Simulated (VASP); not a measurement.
# Lu (Pm-3m) in VASP: further runs

The runs below take Lu through single point, with PBEsol.

Program: VASP 6.6.1. These are calculated values, not measurements. Logs are shortened: lines on timing, memory, paths and dates and some standing lists are left out, and cuts for length are marked.

## Step 1: The cell of the first run

It takes space group Pm-3m (No. 221, cubic). Conventional cell: a = 3.146 Å, b = 3.146 Å, c = 3.146 Å, α = 90.00°, β = 90.00°, γ = 90.00°. Within 4.1 Å of Lu (site symmetry m-3m) lie 6 Lu at 3.15 Å.

This isn't the form of Lu at room conditions, which is hcp.

## Step 2: Single point, PBEsol

INCAR

```
  PREC = Accurate
  ENCUT = 600
  EDIFF = 1E-6
  ISMEAR = 1
  SIGMA = 0.1
  LREAL = F
  LASPH = T
  NELM = 120
  ALGO = Normal
  ISIF = 2
  LWAVE = F
  LCHARG = F
  GGA = PS
  NBANDS = 18
  GGA_COMPAT = F
```

KPOINTS

```
Automatic mesh
0
Gamma
  7 7 7
```

POSCAR

```
Lu
1.0
    3.1464408728      0.0000000000      0.0000000000
    0.0000000000      3.1464408728      0.0000000000
    0.0000000000      0.0000000000      3.1464408728
Lu
1
Direct
    0.0000000000      0.0000000000      0.0000000000
```

Potentials or basis: VASP PAW PBE potentials, release 64 (Lu).

Command:

```sh
> cat potpaw_PBE.64/Lu/POTCAR > POTCAR
> mpirun -np 1 vasp_std > vasp.out
```

OUTCAR:

```text
PREC = Accurate
   ENCUT = 600
   EDIFF = 1E-6
   ISMEAR = 1
   LREAL = F
   LASPH = T
   NELM = 120
   ISIF = 2
   GGA = PS

 ion  position               nearest neighbor table
   1  0.000  0.000  0.000-

  LATTYP: Found a simple cubic cell.
 ALAT       =     3.1464408728

  Lattice vectors:

 A1 = (   3.1464408728,   0.0000000000,   0.0000000000)
 A2 = (   0.0000000000,   3.1464408728,   0.0000000000)
 A3 = (   0.0000000000,   0.0000000000,   3.1464408728)

Analysis of symmetry for initial positions (statically):
=====================================================================
 Subroutine PRICEL returns:
 Original cell was already a primitive cell.

 Routine SETGRP: Setting up the symmetry group for a
 simple cubic supercell.

 Subroutine GETGRP returns: Found 48 space group operations
 (whereof 48 operations were pure point group operations)
 out of a pool of 48 trial point group operations.

The static configuration has the point symmetry O_h .

Analysis of symmetry for dynamics (positions and initial velocities):
=====================================================================
 Subroutine PRICEL returns:
 Original cell was already a primitive cell.

 Routine SETGRP: Setting up the symmetry group for a
 simple cubic supercell.

 Subroutine GETGRP returns: Found 48 space group operations
 (whereof 48 operations were pure point group operations)
 out of a pool of 48 trial point group operations.

The dynamic configuration has the point symmetry O_h .

 Subroutine INISYM returns: Found 48 space group operations
 (whereof 48 operations are pure point group operations),
 and found     1 'primitive' translations

----------------------------------------------------------------------------------------

                                     Primitive cell

  volume of cell :      31.1500

  direct lattice vectors                    reciprocal lattice vectors
     3.146440873  0.000000000  0.000000000     0.317819416  0.000000000  0.000000000
     0.000000000  3.146440873  0.000000000     0.000000000  0.317819416  0.000000000
     0.000000000  0.000000000  3.146440873     0.000000000  0.000000000  0.317819416

  length of vectors
     3.146440873  3.146440873  3.146440873     0.317819416  0.317819416  0.317819416

  position of ions in fractional coordinates (direct lattice)
     0.000000000  0.000000000  0.000000000

  ion indices of the primitive-cell ions
   primitive index   ion index
                 1           1

----------------------------------------------------------------------------------------

 KPOINTS: Automatic mesh

Automatic generation of k-mesh.
 Grid dimensions read from file:
 generate k-points for:    7    7    7

 Generating k-lattice:

  Cartesian coordinates                     Fractional coordinates (reciprocal lattice)
     0.045402774  0.000000000  0.000000000     0.142857143  0.000000000  0.000000000
     0.000000000  0.045402774  0.000000000     0.000000000  0.142857143  0.000000000
     0.000000000  0.000000000  0.045402774     0.000000000  0.000000000  0.142857143

  Length of vectors
     0.045402774  0.045402774  0.045402774

  Shift w.r.t. Gamma in fractional coordinates (k-lattice)
     0.000000000  0.000000000  0.000000000

 Subroutine IBZKPT returns following result:
 ===========================================

 Found     20 irreducible k-points:

 Following reciprocal coordinates:
            Coordinates               Weight
  0.000000  0.000000  0.000000      1.000000
  0.142857  0.000000  0.000000      6.000000
  0.285714  0.000000  0.000000      6.000000
  0.428571  0.000000  0.000000      6.000000
  0.142857  0.142857  0.000000     12.000000
  0.285714  0.142857  0.000000     24.000000
[... 12 lines left out ...]
  0.428571  0.428571  0.285714     24.000000
  0.428571  0.428571  0.428571      8.000000
   k-points           NKPTS =     20   k-points in BZ     NKDIM =     20   number of bands    NBANDS=     18
   number of dos      NEDOS =    301   number of ions     NIONS =      1
   total plane-waves  NPLWV =  21952
   dimension x,y,z NGX =    28 NGY =   28 NGZ =   28
   dimension x,y,z NGXF=    56 NGYF=   56 NGZF=   56
   ions per type =               1
   NGX,Y,Z   is equivalent  to a cutoff of  14.79, 14.79, 14.79 a.u.
   NGXF,Y,Z  is equivalent  to a cutoff of  29.59, 29.59, 29.59 a.u.
 SYSTEM =  unknown system
   PREC   = accura    normal or accurate (medium, high low for compatibility)
   ISTART =      0    job   : 0-new  1-cont  2-samecut
   ICHARG =      2    charge: 1-file 2-atom 10-const
   ISPIN  =      1    spin polarized calculation?
   LNONCOLLINEAR =      F non collinear calculations
   LSORBIT =      F    spin-orbit coupling
   LASPH  =      T    aspherical Exc in radial PAW
   ENCUT  =  600.0 eV  44.10 Ry    6.64 a.u.   6.28  6.28  6.28*2*pi/ulx,y,z
   NELM   =    120;   NELMIN=  2; NELMDL= -5     # of ELM steps
   EDIFF  = 0.1E-05   stopping-criterion for ELM
   LREAL  =      F    real-space projection
   EDIFFG = 0.1E-04   stopping-criterion for IOM
   NSW    =      0    number of steps for IOM
   IBRION =     -1    ionic relax: 0-MD 1-quasi-New 2-CG
   NFREE  =      0    steps in history (QN), initial steepest desc. (CG)
   ISIF   =      2    stress and relaxation
   ISYM   =      2    0-nonsym 1-usesym 2-fastsym
   POTIM  = 0.5000    time-step for ionic-motion
   TEBEG  =    0.0;   TEEND  =   0.0 temperature during run
   PSTRESS=    0.0 pullay stress
   NELECT =      25.0000    total number of electrons
   NUPDOWN=      -1.0000    fix difference up-down
   EMIN   =  10.00;   EMAX   =-10.00  energy-range for DOS
   EFERMI =   0.00;   METHOD = LEGACY
   ISMEAR =     1;   SIGMA  =   0.10  broadening in eV -4-tet -1-fermi 0-gaus
   EFERMI_NEDOS =   21; number of points for ismear=-14 and -15
   IALGO  =     38    algorithm
   IMIX   =      4    mixing-type and parameters
     AMIX     =   0.40;   BMIX     =  1.00
     AMIX_MAG =   1.60;   BMIX_MAG =  1.00
  volume/ion in A,a.u.               =      31.15       210.21
  Fermi-wavevector in a.u.,A,eV,Ry     =   1.521371  2.874975 31.491651  2.314571
  Thomas-Fermi vector in A             =   2.630096
   LORBIT       =      0    0 simple, 1 ext, 2 COOP (PROOUT), +10 PAW based schemes
   GGA     = PS    functional components
   LHFCALC =     F    Hartree Fock is set to
   AEXX    =    0.0000 exact exchange contribution
   IVDW    =     0    specifies the selected vdW correction
   LEPSILON=     F    determine dielectric tensor
   LRPA    =     F    only Hartree local field effects (RPA)
 non-spin polarized calculation
 Methfessel and Paxton  Order N= 1 SIGMA  =   0.10
  energy-cutoff  :      600.00
  volume of cell :       31.15
 maximum number of plane-waves:      1050
 NGX is ok and might be reduce to    28
   NGX = 13   NGY = 13   NGZ = 13

 number of electron      24.9999995 magnetization

 Free energy of the ion-electron system (eV)
  ---------------------------------------------------
  ext. energy  EPLUGINS =         0.00000000
  ---------------------------------------------------
  free energy    TOTEN  =        -4.08330388 eV

  energy without entropy =       -4.08552047  energy(sigma->0) =       -4.08404274

 E-fermi :   1.6366     XC(G=0): -10.4127

 val. band max:        1.6237023927   @ k =   0.1429   0.1429   0.0000
 cond. band min:       1.6782418438   @ k =   0.4286   0.0000   0.0000
 fundamental gap:      0.0545394510
 Fermi energy:         1.6365761612

 k-point     1 :       0.0000    0.0000    0.0000
  band No.  band energies     occupation
      1     -54.8694      2.00000
      2     -25.2312      2.00000
      3     -25.2312      2.00000
      4     -25.2312      2.00000
      5      -3.9944      2.00000
      6      -3.5762      2.00000
[... 10 lines left out ...]
     17       8.0652      0.00000
     18      12.7259      0.00000

 k-point     2 :       0.1429    0.0000    0.0000
  band No.  band energies     occupation
      1     -54.8631      2.00000
      2     -25.3550      2.00000
      3     -25.2208      2.00000
      4     -25.2208      2.00000
      5      -3.5877      2.00000
      6      -3.5841      2.00000
[... 10 lines left out ...]
     17       8.1234      0.00000
     18      10.9780      0.00000

 k-point     3 :       0.2857    0.0000    0.0000
  band No.  band energies     occupation
      1     -54.8489      2.00000
      2     -25.6234      2.00000
      3     -25.1974      2.00000
      4     -25.1974      2.00000
      5      -3.6104      2.00000
      6      -3.6010      2.00000
[... 10 lines left out ...]
     17       8.2580      0.00000
     18       9.4626      0.00000

 k-point     4 :       0.4286    0.0000    0.0000
  band No.  band energies     occupation
      1     -54.8375      2.00000
      2     -25.8300      2.00000
      3     -25.1785      2.00000
      4     -25.1785      2.00000
      5      -3.6389      2.00000
      6      -3.6140      2.00000
[... 10 lines left out ...]
     17       8.3698      0.00000
     18      10.0149      0.00000

 k-point     5 :       0.1429    0.1429    0.0000
  band No.  band energies     occupation
      1     -54.8568      2.00000
      2     -25.3492      2.00000
      3     -25.3378      2.00000
      4     -25.2105      2.00000
      5      -3.5815      2.00000
      6      -3.5765      2.00000
[... 10 lines left out ...]
     17       7.5336      0.00000
     18      11.8368      0.00000

 k-point     6 :       0.2857    0.1429    0.0000
  band No.  band energies     occupation
      1     -54.8427      2.00000
      2     -25.6099      2.00000
      3     -25.3175      2.00000
      4     -25.1873      2.00000
      5      -3.6071      2.00000
      6      -3.5926      2.00000
[... 223 lines left out ...]
 k-point    17 :       0.2857    0.2857    0.2857
  band No.  band energies     occupation
      1     -54.8087      2.00000
      2     -25.5514      2.00000
      3     -25.5287      2.00000
      4     -25.5287      2.00000
      5      -3.5833      2.00000
      6      -3.5755      2.00000
[... 10 lines left out ...]
     17       5.0482      0.00000
     18      12.2446      0.00000

 k-point    18 :       0.4286    0.2857    0.2857
  band No.  band energies     occupation
      1     -54.7975      2.00000
      2     -25.7330      2.00000
      3     -25.5195      2.00000
      4     -25.5053      2.00000
      5      -3.6049      2.00000
      6      -3.5744      2.00000
[... 10 lines left out ...]
     17       7.3289      0.00000
     18      11.2070      0.00000

 k-point    19 :       0.4286    0.4286    0.2857
  band No.  band energies     occupation
      1     -54.7865      2.00000
      2     -25.7079      2.00000
      3     -25.7049      2.00000
      4     -25.4891      2.00000
      5      -3.5972      2.00000
      6      -3.5961      2.00000
[... 10 lines left out ...]
     17       7.7481      0.00000
     18      10.2328      0.00000

 k-point    20 :       0.4286    0.4286    0.4286
  band No.  band energies     occupation
      1     -54.7755      2.00000
      2     -25.6833      2.00000
      3     -25.6792      2.00000
      4     -25.6792      2.00000
      5      -3.5867      2.00000
      6      -3.5848      2.00000
[... 10 lines left out ...]
     17       8.3205      0.00000
     18       8.7201      0.00000

------------------------ aborting loop because EDIFF is reached ----------------------------------------

  FORCE on cell =-STRESS in cart. coord.  units (eV):
  Direction    XX          YY          ZZ          XY          YZ          ZX
  --------------------------------------------------------------------------------------
  -------------------------------------------------------------------------------------
  Total        0.0214788      0.0214788      0.0214788      0.0000000      0.0000000     -0.0000000
  in kB        1.1047443      1.1047443      1.1047443      0.0000000      0.0000000     -0.0000000
  external PRESSURE =       1.1047443 kB  Pullay stress =       0.0000000 kB

 VOLUME and BASIS-vectors are now :
 -----------------------------------------------------------------------------
  energy-cutoff  :      600.00
  volume of cell :       31.15
      direct lattice vectors                 reciprocal lattice vectors
     3.146440873  0.000000000  0.000000000     0.317819416  0.000000000  0.000000000
     0.000000000  3.146440873  0.000000000     0.000000000  0.317819416  0.000000000
     0.000000000  0.000000000  3.146440873     0.000000000  0.000000000  0.317819416

 POSITION                                       TOTAL-FORCE (eV/Angst)
 -----------------------------------------------------------------------------------
      0.00000      0.00000      0.00000         0.000000      0.000000      0.000000
 -----------------------------------------------------------------------------------
    total drift:                               -0.000000     -0.000000     -0.000000

  FREE ENERGIE OF THE ION-ELECTRON SYSTEM (eV)
  ---------------------------------------------------
  free  energy   TOTEN  =        -4.0833038813 eV

  energy  without entropy=       -4.0855204679  energy(sigma->0) =       -4.08404274
```

Wall time 10 s (1 thread of Intel Xeon 8259CL, shared host); peak memory 0.17 GiB.

What came out:

```yaml
Free_energy: -4.0833 eV
Pressure: 0.1 GPa
Band_gap_on_the_k_mesh: zero (an odd number of electrons rules out a gap without spin polarisation)
```

Levels at points of the mesh, in eV from the Fermi level:
| k point | band 9 | band 10 | band 11 | band 12 | band 13 | band 14 | band 15 | band 16 |
| --- | --- | --- | --- | --- | --- | --- | --- | --- |
| (0.00, 0.00, 0.00) | -5.18 | -5.18 | -5.18 | -5.14 | -0.36 | -0.36 | 6.43 | 6.43 |

Caveat: the PAW data sets were made with another functional, which shifts forces and pressure a little; spin-orbit coupling is left out, which moves the levels of the heavy elements.

## Step 3: Single point, PBEsol

INCAR

```
SYSTEM = Lu
PREC = Accurate ; ENCUT = 600
EDIFF = 1E-6 ; ISMEAR = 1
SIGMA = 0.1 ; LREAL = .FALSE.
LASPH = .TRUE. ; NELM = 120
ALGO = Normal ; ISIF = 2
LWAVE = .FALSE. ; LCHARG = .FALSE.
GGA = PS ; NBANDS = 18
GGA_COMPAT = .FALSE.
```

KPOINTS

```
Automatic mesh
0
G
  7 7 7
  0 0 0
```

POSCAR is that of step 2.

Potentials or basis: VASP PAW PBE potentials, release 64 (Lu).

Command:

```sh
> cat potpaw_PBE.64/Lu/POTCAR > POTCAR
> mpirun -np 1 vasp_std > vasp.out
```

It took 13 s on 1 thread of Intel Xeon 8259CL, shared host; peak memory 0.17 GiB.

The run converged. Its results:

```yaml
Free_energy: -4.0833 eV
Pressure: 0.1 GPa
Band_gap_on_the_k_mesh: zero (an odd number of electrons rules out a gap without spin polarisation)
```

Levels at points of the mesh, in eV from the Fermi level:
```tsv
k point	band 10	band 11	band 12	band 13	band 14	band 15
(0.00, 0.00, 0.00)	-5.18	-5.18	-5.14	-0.36	-0.36	6.43
```

Caveat: the PAW data sets were made with another functional, which shifts forces and pressure a little; spin-orbit coupling is left out, which moves the levels of the heavy elements.

## Step 4: Single point, PBEsol

This run uses another cell than the first one, of 30.68 Å³/atom.

INCAR

```
SYSTEM = Lu
PREC     = Accurate       ! precision mode
ENCUT    = 600            ! plane-wave cutoff, eV
EDIFF    = 1E-6           ! SCF threshold, eV
ISMEAR   = 1              ! smearing method
SIGMA    = 0.1            ! smearing width, eV
LREAL    = .False.        ! projectors in reciprocal space
LASPH    = .True.         ! aspherical terms in the spheres
NELM     = 120            ! most SCF steps
ALGO     = Normal         ! electronic algorithm
ISIF     = 2              ! what is computed and relaxed
LWAVE    = .False.        ! write WAVECAR
LCHARG   = .False.        ! write CHGCAR
GGA      = PS             ! functional
NBANDS   = 18             ! bands
GGA_COMPAT= .False.
```

KPOINTS

```
Automatic mesh
0
Gamma
  7 7 7
  0 0 0
```

POSCAR

```
Lu
1.0
    3.1306293453      0.0000000000      0.0000000000
    0.0000000000      3.1306293453      0.0000000000
    0.0000000000      0.0000000000      3.1306293453
Lu
1
Direct
    0.0000000000      0.0000000000      0.0000000000
```

Command:

```sh
> cat potpaw_PBE.64/Lu/POTCAR > POTCAR
> mpirun -np 1 vasp_std > vasp.out
```

It took 14 s on 1 thread of Intel Xeon 8259CL, shared host; peak memory 0.17 GiB.

It converged, with:

```yaml
Free_energy: -4.0822 eV
Pressure: 0.7 GPa
Band_gap_on_the_k_mesh: zero (an odd number of electrons rules out a gap without spin polarisation)
```

Levels at points of the mesh, in eV from the Fermi level:
| k point | band 8 | band 9 | band 10 | band 11 | band 12 | band 13 | band 14 | band 15 | band 16 | band 17 |
| --- | --- | --- | --- | --- | --- | --- | --- | --- | --- | --- |
| (0.00, 0.00, 0.00) | -5.18 | -5.15 | -5.15 | -5.15 | -5.11 | -0.38 | -0.38 | 6.53 | 6.53 | 6.53 |

Caveat: the PAW data sets were made with another functional, which shifts forces and pressure a little; spin-orbit coupling is left out, which moves the levels of the heavy elements.

The gap in the log of VASP goes by the Fermi energy; the results here count the filled bands.